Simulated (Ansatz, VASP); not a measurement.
## One calculation of GaN, two programs

INCAR

```
SYSTEM = GaN
ALGO     = Normal         ! electronic algorithm
EDIFF    = 1E-6           ! SCF threshold, eV
ENCUT    = 520            ! plane-wave cutoff, eV
GGA      = PE             ! functional
ISIF     = 2              ! what is computed and relaxed
ISMEAR   = 0              ! smearing method
LASPH    = .True.         ! aspherical terms in the spheres
LCHARG   = .False.        ! write CHGCAR
LREAL    = .False.        ! projectors in reciprocal space
LWAVE    = .False.        ! write WAVECAR
NBANDS   = 26             ! bands
NELM     = 60             ! most SCF steps
PREC     = Accurate       ! precision mode
SIGMA    = 0.05           ! smearing width, eV
```

The input KPOINTS:

```
k-points
0
Gamma
  12 12 6
  0 0 0
```

The input POSCAR:

```
GaN
1.0
    2.9891996809      0.0000000000      0.0000000000
   -1.4945998405      2.7539604900      0.0000000000
    0.0000000000      0.0000000000      5.1660000000
Ga N
2 2
Direct
    0.3333333333      0.6666666667      0.0000000000
    0.6666666667      0.3333333333      0.5000000000
    0.3333333333      0.6666666667      0.3750000000
    0.6666666667      0.3333333333      0.8750000000
```

Input for Ansatz:

```yaml
crystal:
  lattice:
    - [2.9891996809, 0.0, 0.0]
    - [-1.4945998405, 2.75396049, 0.0]
    - [0.0, 0.0, 5.166]
  atoms:
    - { symbol: Ga, position: [0.3333333333, 0.6666666667, 0.0] }
    - { symbol: Ga, position: [0.6666666667, 0.3333333333, 0.5] }
    - { symbol: "N", position: [0.3333333333, 0.6666666667, 0.375] }
    - { symbol: "N", position: [0.6666666667, 0.3333333333, 0.875] }
basis:
  ecutwfc: 420
kpoints:
  mp_grid: { grid: [12, 12, 6] }
hamiltonian:
  xc: pbe
scf:
  occupations: { method: gaussian, width: 0.05 }
output:
  forces: true
  stress: true
  eigenvalues: true
```

Change from the starting cell: strain -0.0600 x Voigt [1, 0, 0, 0, 0, 0], atoms carried along.

Alike in both runs: task single point; functional PBE; k mesh 12 × 12 × 6; occupations gaussian, width 0.05 eV; no spin polarisation.

|  | VASP | Ansatz |
| --- | --- | --- |
| version | VASP 6.6.1 | Ansatz 0.2.0 |
| potentials or method | VASP PAW PBE potentials, release 64 (Ga_d, N), cutoff 520 eV | scalar-relativistic, plane waves, PAW |
| valence electrons in the cell | 36 | 36 |

```tsv
	VASP	Ansatz	Ansatz less VASP
gap on the k mesh at the Fermi level (eV)	2.07	2.06	-0.012
least direct gap on the mesh (eV)	2.07	2.06	-0.012
pressure (GPa)	22.2	22.3	+0.09
traceless stress, the component that is largest in VASP (GPa)	15.72	15.79	+0.066
rms of the force components (eV/Å)	0.476	0.486	+0.0098
```

Atom by atom the forces differ by 0.010 eV/Å (rms over components). The functional is the same, so the differences come from potentials, cutoffs and numerics.
